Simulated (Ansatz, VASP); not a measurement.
Two plane-wave programs on TaH

```
Ta H
1.0
     2.77291    0.00000    0.00000
     0.00000    2.77291    0.00000
     0.00000    0.00000    2.77291
Ta H
1 1
Direct
  0.00000 0.00000 0.00000
  0.50000 0.50000 0.50000
```

Alike in both runs: functional PBE; k mesh 6 × 6 × 6; occupations gaussian, width 0.1 eV; no spin polarisation.

Ansatz relaxed the structure, and its values are those at the end. VASP's run is a single point on that final structure, the one shown.

```csv
,VASP,Ansatz
version,VASP 6.6.1,Ansatz 0.2.0
potentials or method,"VASP PAW PBE potentials, release 64 (Ta_pv, H), cutoff 520 eV","scalar-relativistic, plane waves, PAW"
valence electrons in the cell,12,14
```

```tsv
	VASP	Ansatz	Ansatz less VASP
gap on the k mesh at the Fermi level (eV)	none	none	-
pressure (GPa)	-0.1	-0.2	-0.11
```

A gap of «none» marks a metal or a gap that the smearing closes. With one functional, cell and mesh, what is left measures potentials, basis and numerics. VASP's potentials hold 12 valence electrons a cell and Ansatz's 14, so a difference there can come from the potentials and not from the codes.

The k mesh is coarse, so the values compare programs but aren't converged. Spin-orbit coupling is off throughout.
